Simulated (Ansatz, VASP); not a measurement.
## Ti3Al in VASP and in Ansatz

```
CELL_PARAMETERS angstrom
5.61587 0.00000 0.00000
-2.80794 4.86349 0.00000
0.00000 0.00000 4.56633
ATOMIC_POSITIONS crystal
Ti 0.83025 0.66050 0.25000
Ti 0.16975 0.83025 0.75000
Ti 0.33950 0.16975 0.25000
Ti 0.16975 0.33950 0.75000
Ti 0.83025 0.16975 0.25000
Ti 0.66050 0.83025 0.75000
Al 0.33333 0.66667 0.25000
Al 0.66667 0.33333 0.75000
```

Alike in both runs: functional LDA; k mesh 9 × 9 × 8; occupations gaussian, width 0.1 eV; no spin polarisation.

Ansatz relaxed the structure, and its values are those at the end. VASP's run is a single point on that final structure, the one shown.

|  | VASP | Ansatz |
| --- | --- | --- |
| version | VASP 6.6.1 | Ansatz 0.2.0 |
| potentials or method | VASP PAW LDA potentials, release 64 (Ti_sv, Al), cutoff 520 eV | scalar-relativistic, plane waves, PAW |
| valence electrons in the cell | 78 | 78 |

```csv
,VASP,Ansatz,Ansatz less VASP
gap on the k mesh at the Fermi level (eV),none,none,-
pressure (GPa),0.1,0.0,-0.06
rms of the force components (eV/Å),0.005,0.001,-0.0040
```

Ansatz warns that its potentials were made for another functional, while VASP's fit it. LDA's correlation is that of Perdew and Zunger in VASP and of Perdew and Wang (1992) in Ansatz. A gap of «none» marks a metal or a gap that the smearing closes.
